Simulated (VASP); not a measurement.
# Ru (P6_3/mmc) in VASP: further runs, part 2 of 2

VASP 6.6.1.

## 5. Single point, PBEsol (strain -0.015 along x and y, +0.015 along z)

INCAR

```
SYSTEM = Ru
PREC = Accurate
ENCUT = 520
EDIFF = 1E-7
ISMEAR = 0
SIGMA = 0.15
LREAL = .False.
LASPH = .True.
NELM = 80
ALGO = Fast
ISIF = 2
LWAVE = .False.
LCHARG = .True.
GGA = PS
LELF = .True.
LVHAR = .True.
NBANDS = 21
```

KPOINTS

```
regular mesh
0
Gamma
  24 24 12
  0 0 0
```

POSCAR

```
Ru
1.0
    2.6652123442      0.0000000000      0.0000000000
   -1.3326061721      2.3081415966      0.0000000000
    0.0000000000      0.0000000000      4.3461285000
Ru
2
Direct
    0.3333333333      0.6666666667      0.2500000000
    0.6666666667      0.3333333333      0.7500000000
```

Potentials or basis: VASP PAW PBE potentials, release 64 (Ru_pv).

Run with:

```console
cat potpaw_PBE.64/Ru_pv/POTCAR > POTCAR
mpirun -np 1 vasp_std > vasp.out
```

OUTCAR:

```text
SYSTEM = Ru
   PREC = Accurate
   ENCUT = 520
   EDIFF = 1E-7
   ISMEAR = 0
   LREAL = .False.
   LASPH = .True.
   NELM = 80
   ISIF = 2
   GGA = PS

 ion  position               nearest neighbor table
   1  0.333  0.667  0.250-   2 2.66   2 2.66   2 2.66   2 2.66   2 2.66   2 2.66
   2  0.667  0.333  0.750-   1 2.66   1 2.66   1 2.66   1 2.66   1 2.66   1 2.66

  LATTYP: Found a hexagonal cell.
 ALAT       =     2.6652123442
 C/A-ratio  =     1.6306875171

  Lattice vectors:

 A1 = (   2.6652123442,   0.0000000000,   0.0000000000)
 A2 = (  -1.3326061721,   2.3081415966,   0.0000000000)
 A3 = (   0.0000000000,   0.0000000000,   4.3461285000)

Analysis of symmetry for initial positions (statically):
=====================================================================
 Subroutine PRICEL returns:
 Original cell was already a primitive cell.

 Routine SETGRP: Setting up the symmetry group for a
 hexagonal supercell.

 Subroutine GETGRP returns: Found 24 space group operations
 (whereof 12 operations were pure point group operations)
 out of a pool of 24 trial point group operations.

The static configuration has the point symmetry D_3d.
 The point group associated with its full space group is D_6h.

Analysis of symmetry for dynamics (positions and initial velocities):
=====================================================================
 Subroutine PRICEL returns:
 Original cell was already a primitive cell.

 Routine SETGRP: Setting up the symmetry group for a
 hexagonal supercell.

 Subroutine GETGRP returns: Found 24 space group operations
 (whereof 12 operations were pure point group operations)
 out of a pool of 24 trial point group operations.

The dynamic configuration has the point symmetry D_3d.
 The point group associated with its full space group is D_6h.

 Subroutine INISYM returns: Found 24 space group operations
 (whereof 12 operations are pure point group operations),
 and found     1 'primitive' translations

----------------------------------------------------------------------------------------

                                     Primitive cell

  volume of cell :      26.7360

  direct lattice vectors                    reciprocal lattice vectors
     2.665212344  0.000000000  0.000000000     0.375204626  0.216624492  0.000000000
    -1.332606172  2.308141597  0.000000000     0.000000000  0.433248983  0.000000000
     0.000000000  0.000000000  4.346128500     0.000000000  0.000000000  0.230089837

  length of vectors
     2.665212344  2.665212344  4.346128500     0.433248983  0.433248983  0.230089837

  position of ions in fractional coordinates (direct lattice)
     0.333333333  0.666666667  0.250000000
     0.666666667  0.333333333  0.750000000

  ion indices of the primitive-cell ions
   primitive index   ion index
                 1           1
                 2           2

----------------------------------------------------------------------------------------

 KPOINTS: regular mesh

Automatic generation of k-mesh.
 Grid dimensions read from file:
 generate k-points for:   24   24   12

 Generating k-lattice:

  Cartesian coordinates                     Fractional coordinates (reciprocal lattice)
     0.015633526  0.009026020  0.000000000     0.041666667  0.000000000  0.000000000
     0.000000000  0.018052041  0.000000000     0.000000000  0.041666667  0.000000000
     0.000000000  0.000000000  0.019174153     0.000000000  0.000000000  0.083333333

  Length of vectors
     0.018052041  0.018052041  0.019174153

  Shift w.r.t. Gamma in fractional coordinates (k-lattice)
     0.000000000  0.000000000  0.000000000

 Subroutine IBZKPT returns following result:
 ===========================================

 Found    427 irreducible k-points:

 Following reciprocal coordinates:
            Coordinates               Weight
  0.000000  0.000000  0.000000      1.000000
  0.041667 -0.000000  0.000000      6.000000
  0.083333 -0.000000  0.000000      6.000000
  0.125000 -0.000000  0.000000      6.000000
  0.166667 -0.000000  0.000000      6.000000
  0.208333 -0.000000  0.000000      6.000000
[... 16 lines left out ...]
  0.416667  0.041667  0.000000     12.000000
  0.458333  0.041667  0.000000     12.000000
 [... further k-points ...]
   k-points           NKPTS =    427   k-points in BZ     NKDIM =    427   number of bands    NBANDS=     21
   number of dos      NEDOS =    301   number of ions     NIONS =      2
   total plane-waves  NPLWV =  12800
   dimension x,y,z NGX =    20 NGY =   20 NGZ =   32
   dimension x,y,z NGXF=    40 NGYF=   40 NGZF=   64
   ions per type =               2
   NGX,Y,Z   is equivalent  to a cutoff of  12.48, 12.48, 12.24 a.u.
   NGXF,Y,Z  is equivalent  to a cutoff of  24.95, 24.95, 24.48 a.u.
 SYSTEM =  Ru
   PREC   = accura    normal or accurate (medium, high low for compatibility)
   ISTART =      0    job   : 0-new  1-cont  2-samecut
   ICHARG =      2    charge: 1-file 2-atom 10-const
   ISPIN  =      1    spin polarized calculation?
   LNONCOLLINEAR =      F non collinear calculations
   LSORBIT =      F    spin-orbit coupling
   LASPH  =      T    aspherical Exc in radial PAW
   ENCUT  =  520.0 eV  38.22 Ry    6.18 a.u.   4.96  4.96  8.08*2*pi/ulx,y,z
   NELM   =     80;   NELMIN=  2; NELMDL= -5     # of ELM steps
   EDIFF  = 0.1E-06   stopping-criterion for ELM
   LREAL  =      F    real-space projection
   EDIFFG = 0.1E-05   stopping-criterion for IOM
   NSW    =      0    number of steps for IOM
   IBRION =     -1    ionic relax: 0-MD 1-quasi-New 2-CG
   NFREE  =      0    steps in history (QN), initial steepest desc. (CG)
   ISIF   =      2    stress and relaxation
   ISYM   =      2    0-nonsym 1-usesym 2-fastsym
   POTIM  = 0.5000    time-step for ionic-motion
   TEBEG  =    0.0;   TEEND  =   0.0 temperature during run
   PSTRESS=    0.0 pullay stress
   NELECT =      28.0000    total number of electrons
   NUPDOWN=      -1.0000    fix difference up-down
   EMIN   =  10.00;   EMAX   =-10.00  energy-range for DOS
   EFERMI =   0.00;   METHOD = LEGACY
   ISMEAR =     0;   SIGMA  =   0.15  broadening in eV -4-tet -1-fermi 0-gaus
   EFERMI_NEDOS =   21; number of points for ismear=-14 and -15
   IALGO  =     68    algorithm
   IMIX   =      4    mixing-type and parameters
     AMIX     =   0.40;   BMIX     =  1.00
     AMIX_MAG =   1.60;   BMIX_MAG =  1.00
  volume/ion in A,a.u.               =      13.37        90.21
  Fermi-wavevector in a.u.,A,eV,Ry     =   1.662501  3.141671 37.605270  2.763909
  Thomas-Fermi vector in A             =   2.749380
   LORBIT       =      0    0 simple, 1 ext, 2 COOP (PROOUT), +10 PAW based schemes
   GGA     = PS    functional components
   LHFCALC =     F    Hartree Fock is set to
   AEXX    =    0.0000 exact exchange contribution
   IVDW    =     0    specifies the selected vdW correction
   LEPSILON=     F    determine dielectric tensor
   LRPA    =     F    only Hartree local field effects (RPA)
 non-spin polarized calculation
 RMM-DIIS sequential band-by-band and
 Gauss-broadening in eV      SIGMA  =   0.15
  energy-cutoff  :      520.00
  volume of cell :       26.74
 maximum number of plane-waves:       756
 NGX is ok and might be reduce to    20
   NGX =  9   NGY =  9   NGZ = 17

 number of electron      28.0000004 magnetization

 Free energy of the ion-electron system (eV)
  ---------------------------------------------------
  ext. energy  EPLUGINS =         0.00000000
  ---------------------------------------------------
  free energy    TOTEN  =       -20.32076790 eV

  energy without entropy =      -20.30142265  energy(sigma->0) =      -20.31109528

 E-fermi :  12.9982     XC(G=0): -14.3779

 val. band max:       12.9979719198   @ k =   0.4167  -0.0000   0.5000
 cond. band min:      12.9986736695   @ k =   0.2083   0.1250   0.0000
 fundamental gap:      0.0007017497
 Fermi energy:        12.9982220542

 k-point     1 :       0.0000    0.0000    0.0000
  band No.  band energies     occupation
      1     -30.6305      2.00000
      2     -29.6463      2.00000
      3     -29.6463      2.00000
      4     -29.4973      2.00000
      5     -29.4936      2.00000
      6     -29.4936      2.00000
[... 13 lines left out ...]
     20      23.2481      0.00000
     21      23.2924      0.00000

 k-point     2 :       0.0417   -0.0000    0.0000
  band No.  band energies     occupation
      1     -30.6243      2.00000
      2     -29.6613      2.00000
      3     -29.6511      2.00000
      4     -29.5091      2.00000
      5     -29.4997      2.00000
      6     -29.4958      2.00000
[... 520 lines left out ...]
 k-point    24 :       0.4583    0.0417    0.0000
  band No.  band energies     occupation
      1     -30.5089      2.00000
      2     -30.3293      2.00000
      3     -30.1317      2.00000
      4     -29.9099      2.00000
      5     -29.7652      2.00000
      6     -29.6531      2.00000
[... 13 lines left out ...]
     20      24.7474      0.00000
     21      26.2074      0.00000

 [... further k-points ...]
[... 5 lines left out ...]
  --------------------------------------------------------------------------------------
  -------------------------------------------------------------------------------------
  Total        0.6719367      0.6719367     -1.9925982     -0.0000000      0.0000000      0.0000000
  in kB       40.2663384     40.2663384   -119.4080185     -0.0000000      0.0000000      0.0000000
  external PRESSURE =     -12.9584472 kB  Pullay stress =       0.0000000 kB

 VOLUME and BASIS-vectors are now :
 -----------------------------------------------------------------------------
  energy-cutoff  :      520.00
  volume of cell :       26.74
      direct lattice vectors                 reciprocal lattice vectors
     2.665212344  0.000000000  0.000000000     0.375204626  0.216624492  0.000000000
    -1.332606172  2.308141597  0.000000000     0.000000000  0.433248983  0.000000000
     0.000000000  0.000000000  4.346128500     0.000000000  0.000000000  0.230089837

 POSITION                                       TOTAL-FORCE (eV/Angst)
 -----------------------------------------------------------------------------------
     -0.00000      1.53876      1.08653        -0.000000      0.000000      0.000000
      1.33261      0.76938      3.25960         0.000000     -0.000000      0.000000
 -----------------------------------------------------------------------------------
    total drift:                               -0.000000      0.000000     -0.000000

  FREE ENERGIE OF THE ION-ELECTRON SYSTEM (eV)
  ---------------------------------------------------
  free  energy   TOTEN  =       -20.3207679008 eV

  energy  without entropy=      -20.3014226537  energy(sigma->0) =      -20.31109528
```

stdout:

```text
POSCAR found type information on POSCAR Ru
 POSCAR found :  1 types and       2 ions
 scaLAPACK will be used
 -----------------------------------------------------------------------------
|                                                                             |
|                                                                             |
|     You enforced a specific xc type in the INCAR file but a different       |
|     I HOPE YOU KNOW WHAT YOU ARE DOING!                                     |
|                                                                             |
 -----------------------------------------------------------------------------

 LDA part: xc-table for (Slater+PW92), standard interpolation
 POSCAR, INCAR and KPOINTS ok, starting setup
 FFT: planning ... GRIDC
 FFT: planning ... GRID_SOFT
 FFT: planning ... GRID
 WAVECAR not read
 entering main loop
WARNING in EDDRMM: call to ZHEGV failed, returncode =   8  4     21
WARNING in EDDRMM: call to ZHEGV failed, returncode =   8  4     21
WARNING in EDDRMM: call to ZHEGV failed, returncode =   8  4     20
```

Run time: 81 s. Hardware: 1 thread of Intel Xeon 6975P-C (Granite Rapids), shared host; peak memory 0.28 GiB.

Results:

- Free energy: -20.3208 eV
- Pressure: -1.3 GPa
- Band gap on the k mesh: zero (band 14 reaches 14.66 eV, above the bottom of band 15 at 11.44 eV)

Stress tensor (GPa, compression positive):
```
  4.03   0.00   0.00
  0.00   4.03   0.00
  0.00   0.00 -11.94
```

Caveat: the cell differs from its parent crystal (strain -0.015 along x and y, +0.015 along z); the PAW data sets were made with another functional, which shifts forces and pressure a little.

## 6. Single point, PBEsol (strain -0.015 along x and y, +0.030 along z)

INCAR

```
  PREC = Accurate
  ENCUT = 520
  EDIFF = 1E-6
  ISMEAR = 0
  SIGMA = 0.15
  LREAL = False
  LASPH = True
  NELM = 60
  ALGO = Fast
  ISIF = 2
  LWAVE = False
  LCHARG = True
  GGA = PS
  LELF = True
  LVHAR = True
  NBANDS = 21
```

KPOINTS

```
Automatic mesh
0
Gamma
  24 24 12
```

Edit POSCAR of step 5 so:

```diff
@@ -4,3 +4,3 @@
    -1.3326061721      2.3081415966      0.0000000000
-    0.0000000000      0.0000000000      4.3461285000
+    0.0000000000      0.0000000000      4.4103570000
 Ru
```

Potentials or basis: VASP PAW PBE potentials, release 64 (Ru_pv).

Run with:

```console
cat potpaw_PBE.64/Ru_pv/POTCAR > POTCAR
mpirun -np 1 vasp_std > vasp.out
```

OUTCAR:

```text
PREC = Accurate
   ENCUT = 520
   EDIFF = 1E-6
   ISMEAR = 0
   LREAL = False
   LASPH = True
   NELM = 60
   ISIF = 2
   GGA = PS

 ion  position               nearest neighbor table
   1  0.333  0.667  0.250-   2 2.69   2 2.69   2 2.69   2 2.69   2 2.69   2 2.69
   2  0.667  0.333  0.750-   1 2.69   1 2.69   1 2.69   1 2.69   1 2.69   1 2.69

  LATTYP: Found a hexagonal cell.
 ALAT       =     2.6652123442
 C/A-ratio  =     1.6547863474

  Lattice vectors:

 A1 = (   2.6652123442,   0.0000000000,   0.0000000000)
 A2 = (  -1.3326061721,   2.3081415966,   0.0000000000)
 A3 = (   0.0000000000,   0.0000000000,   4.4103570000)

Analysis of symmetry for initial positions (statically):
=====================================================================
 Subroutine PRICEL returns:
 Original cell was already a primitive cell.

 Routine SETGRP: Setting up the symmetry group for a
 hexagonal supercell.

 Subroutine GETGRP returns: Found 24 space group operations
 (whereof 12 operations were pure point group operations)
 out of a pool of 24 trial point group operations.

The static configuration has the point symmetry D_3d.
[... 155 lines left out ...]
 number of electron      27.9999995 magnetization

 Free energy of the ion-electron system (eV)
  ---------------------------------------------------
  ext. energy  EPLUGINS =         0.00000000
  ---------------------------------------------------
  free energy    TOTEN  =       -20.28066995 eV

  energy without entropy =      -20.26168410  energy(sigma->0) =      -20.27117703

 E-fermi :  12.7242     XC(G=0): -14.2864

 val. band max:       12.7241905495   @ k =   0.2500   0.0417   0.1667
 cond. band min:      12.7351296208   @ k =   0.2083   0.0833   0.1667
 fundamental gap:      0.0109390714
 Fermi energy:        12.7242204168

 k-point     1 :       0.0000    0.0000    0.0000
  band No.  band energies     occupation
      1     -30.8222      2.00000
      2     -29.8858      2.00000
      3     -29.8858      2.00000
      4     -29.7796      2.00000
      5     -29.7513      2.00000
      6     -29.7513      2.00000
[... 565 lines left out ...]
     20      24.1725      0.00000
     21      26.0032      0.00000

 [... further k-points ...]
[... 5 lines left out ...]
  --------------------------------------------------------------------------------------
  -------------------------------------------------------------------------------------
  Total        0.2602640      0.2602640     -3.4992994      0.0000000      0.0000000      0.0000000
  in kB       15.3693891     15.3693891   -206.6444159      0.0000000      0.0000000      0.0000000
  external PRESSURE =     -58.6352125 kB  Pullay stress =       0.0000000 kB

 VOLUME and BASIS-vectors are now :
 -----------------------------------------------------------------------------
  energy-cutoff  :      520.00
  volume of cell :       27.13
      direct lattice vectors                 reciprocal lattice vectors
     2.665212344  0.000000000  0.000000000     0.375204626  0.216624492  0.000000000
    -1.332606172  2.308141597  0.000000000     0.000000000  0.433248983  0.000000000
     0.000000000  0.000000000  4.410357000     0.000000000  0.000000000  0.226739015

 POSITION                                       TOTAL-FORCE (eV/Angst)
 -----------------------------------------------------------------------------------
     -0.00000      1.53876      1.10259        -0.000000      0.000000      0.000000
      1.33261      0.76938      3.30777         0.000000      0.000000      0.000000
 -----------------------------------------------------------------------------------
    total drift:                               -0.000000      0.000000     -0.000000

  FREE ENERGIE OF THE ION-ELECTRON SYSTEM (eV)
  ---------------------------------------------------
  free  energy   TOTEN  =       -20.2806699533 eV

  energy  without entropy=      -20.2616840987  energy(sigma->0) =      -20.27117703
```

OSZICAR:

```text
N       E                     dE             d eps       ncg     rms          rms(c)
DAV:   1     0.286151550628E+03    0.28615E+03   -0.17596E+04 17950   0.148E+03
DAV:   2    -0.160044612993E+02   -0.30216E+03   -0.29301E+03 18419   0.445E+02
DAV:   3    -0.218465935681E+02   -0.58421E+01   -0.58078E+01 21134   0.692E+01
DAV:   4    -0.218902781956E+02   -0.43685E-01   -0.43629E-01 22720   0.571E+00
DAV:   5    -0.218907858518E+02   -0.50766E-03   -0.50422E-03 20381   0.546E-01    0.194E+01
RMM:   6    -0.203867859199E+02    0.15040E+01   -0.32748E+00 18433   0.150E+01    0.482E+00
RMM:   7    -0.202899561104E+02    0.96830E-01   -0.41051E-01 19890   0.470E+00    0.907E-01
RMM:   8    -0.202823068815E+02    0.76492E-02   -0.22735E-02 20355   0.146E+00    0.506E-01
RMM:   9    -0.202806414609E+02    0.16654E-02   -0.30311E-03 20588   0.497E-01    0.744E-02
RMM:  10    -0.202806652533E+02   -0.23792E-04   -0.50364E-04 21116   0.210E-01    0.209E-02
RMM:  11    -0.202806699883E+02   -0.47351E-05   -0.85814E-05 22552   0.653E-02    0.995E-03
RMM:  12    -0.202806708438E+02   -0.85541E-06   -0.12487E-05 20415   0.272E-02    0.629E-03
RMM:  13    -0.202806699533E+02    0.89042E-06   -0.32971E-06 16894   0.160E-02
   1 F= -.20280670E+02 E0= -.20271177E+02  d E =-.189859E-01
```

stdout:

```text
POSCAR found type information on POSCAR Ru
 POSCAR found :  1 types and       2 ions
 scaLAPACK will be used
 -----------------------------------------------------------------------------
|                                                                             |
|                                                                             |
|     You enforced a specific xc type in the INCAR file but a different       |
|     I HOPE YOU KNOW WHAT YOU ARE DOING!                                     |
|                                                                             |
 -----------------------------------------------------------------------------

 LDA part: xc-table for (Slater+PW92), standard interpolation
 POSCAR, INCAR and KPOINTS ok, starting setup
 FFT: planning ... GRIDC
 FFT: planning ... GRID_SOFT
 FFT: planning ... GRID
 WAVECAR not read
 entering main loop
WARNING in EDDRMM: call to ZHEGV failed, returncode =   6  3     19
```

It took 81 s on 1 thread of Intel Xeon 6975P-C (Granite Rapids), shared host; peak memory 0.29 GiB.

Results:

```yaml
Free_energy: -20.2807 eV
Pressure: -5.9 GPa
Band_gap_on_the_k_mesh: zero (band 14 reaches 14.44 eV, above the bottom of band 15 at 11.30 eV)
```

Stress tensor (GPa, compression positive):
```
  1.54   0.00   0.00
  0.00   1.54   0.00
  0.00   0.00 -20.66
```

Caveat: the cell differs from its parent crystal (strain -0.015 along x and y, +0.030 along z); the PAW data sets were made with another functional, which shifts forces and pressure a little.

## 7. Overview

| cell | further INCAR settings | gap on the mesh (eV) | pressure (GPa) |
| --- | --- | --- | --- |
| a = 2.706, b = 2.706, c = 4.153 Å, angles 90.0, 90.0, 120.0°, 2 atoms | ALGO = Fast; EDIFF = 1e-06; NBANDS = 21 | none | 4.9 |
| a = 2.665, b = 2.665, c = 4.282 Å, angles 90.0, 90.0, 120.0°, 2 atoms | ALGO = Fast; EDIFF = 1e-07; NBANDS = 21 | none | 3.9 |
| a = 2.706, b = 2.706, c = 4.218 Å, angles 90.0, 90.0, 120.0°, 2 atoms | ALGO = Fast; EDIFF = 1e-06; NBANDS = 21 | none | -1.1 |
| a = 2.665, b = 2.665, c = 4.346 Å, angles 90.0, 90.0, 120.0°, 2 atoms | ALGO = Fast; EDIFF = 1e-07; NBANDS = 21 | none | -1.3 |
| a = 2.665, b = 2.665, c = 4.410 Å, angles 90.0, 90.0, 120.0°, 2 atoms | ALGO = Fast; EDIFF = 1e-06; NBANDS = 21 | none | -5.9 |

Alike in all rows: task single point; level PBEsol; potentials or basis VASP PAW PBE potentials, release 64 (Ru_pv); no spin polarisation; k mesh 24 × 24 × 12; cutoff (eV) 520; smearing gaussian 0.15 eV.

Caveats: the PAW data sets were made with another functional, which shifts forces and pressure a little.

Absolute energies hang on the potentials; compare differences alone.
